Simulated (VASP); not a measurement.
**Ta3Si3N: single point with PBE**

Crystal: Ta3Si3N.

```xyz
7
Lattice="5.2361 0.0000 0.0000 -2.6181 4.5346 0.0000 0.0000 0.0000 5.2113" Properties=species:S:1:pos:R:3 pbc="T T T"
Ta    2.6181    0.0000    0.0000
Ta   -1.3090    2.2673    0.0000
Ta    1.3090    2.2673    0.0000
Si    2.6181    0.0000    2.6056
Si   -1.3090    2.2673    2.6056
Si    1.3090    2.2673    2.6056
N     0.0000    0.0000    0.0000
```

The cell was built from a structure type or drawn by symmetry, and may not be a known phase.

```yaml
Program: VASP 6.6.1
Task: single point
Functional: PBE
Potentials_or_basis: VASP PAW PBE potentials, release 64 (Ta_pv, Si, N)
Cutoff: 520 eV
k_mesh: 6 × 6 × 4
Occupations: gaussian, width 0.1 eV
Spin: no spin polarisation
Dipole_correction: no
Further_INCAR_settings: ALGO = Normal; EDIFF = 1e-07; NBANDS = 34
```

```
Pressure               : 0.1 GPa
Band gap on the k mesh : zero (bands 25 and 26 overlap by 1.50 eV)
```

Stress tensor (GPa, compression positive):
```
 0.19  0.00  0.00
 0.00  0.19  0.00
 0.00  0.00 -0.01
```

Levels at points of the mesh, in eV from the Fermi level:
```csv
k point,band 21,band 22,band 23,band 24,band 25,band 26,band 27,band 28,band 29,band 30
"(0.00, 0.00, 0.00)",-2.64,-1.40,-1.40,-1.25,-1.25,-0.66,0.34,0.90,1.58,1.58
"(0.50, 0.00, 0.00)",-0.83,-0.60,-0.12,-0.02,0.67,0.70,0.74,1.09,1.16,1.53
"(0.00, 0.00, 0.50)",-2.49,-2.49,-1.71,-1.71,-1.49,-0.83,0.43,1.55,1.55,1.81
"(0.50, 0.00, 0.50)",-1.35,-0.61,-0.32,-0.26,-0.10,0.03,0.31,0.44,1.56,1.76
```

It took 64 s on 1 thread of AMD EPYC 9R45 96-Core Processor (Zen 5), with other jobs on the host, peak memory 0.25 GiB.

Caveat: spin-orbit coupling is left out, which moves the levels of the heavy elements.
